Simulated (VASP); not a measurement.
## TaN: single point with r2SCAN

The system is TaN.

```xyz
2
Lattice="0.0000 2.1790 2.1790 2.1790 0.0000 2.1790 2.1790 2.1790 0.0000" Properties=species:S:1:pos:R:3 pbc="T T T"
Ta    2.1790    2.1790    2.1790
N     0.0000    0.0000    0.0000
```

* Program: VASP 6.6.1
* Task: single point
* Functional: r2SCAN
* Potentials or basis: VASP PAW PBE potentials, release 64 (Ta_pv, N)
* Cutoff: 520 eV
* k mesh: 14 × 14 × 14
* Occupations: fermi-dirac, width 0.05 eV
* Spin: no spin polarisation

```yaml
Pressure: 11.9 GPa
Band_gap_on_the_k_mesh: zero (bands 8 and 9 overlap by 4.26 eV)
```

Levels at points of the mesh, in eV from the Fermi level:
| k point | band 4 | band 5 | band 6 | band 7 | band 8 | band 9 | band 10 | band 11 | band 12 | band 13 |
| --- | --- | --- | --- | --- | --- | --- | --- | --- | --- | --- |
| (0.00, 0.00, 0.00) | -20.23 | -4.21 | -4.21 | -4.21 | -2.23 | -2.23 | -2.23 | 0.15 | 0.15 | 2.04 |
| (0.50, 0.00, 0.00) | -17.05 | -11.05 | -8.19 | -8.19 | 2.03 | 2.03 | 2.17 | 4.19 | 8.14 | 8.14 |
| (0.50, 0.50, 0.00) | -19.00 | -7.13 | -5.80 | -5.05 | -5.05 | 2.31 | 3.72 | 3.72 | 5.03 | 7.72 |

Run time: 38 s on 1 thread of Intel(R) Xeon(R) 6975P-C (Granite Rapids), on a shared host, peak memory 0.17 GiB.

Caveat: the cell stands under pressure; the PAW data sets were made with another functional, which shifts forces and pressure a little; spin-orbit coupling is left out, which moves the levels of the heavy elements.
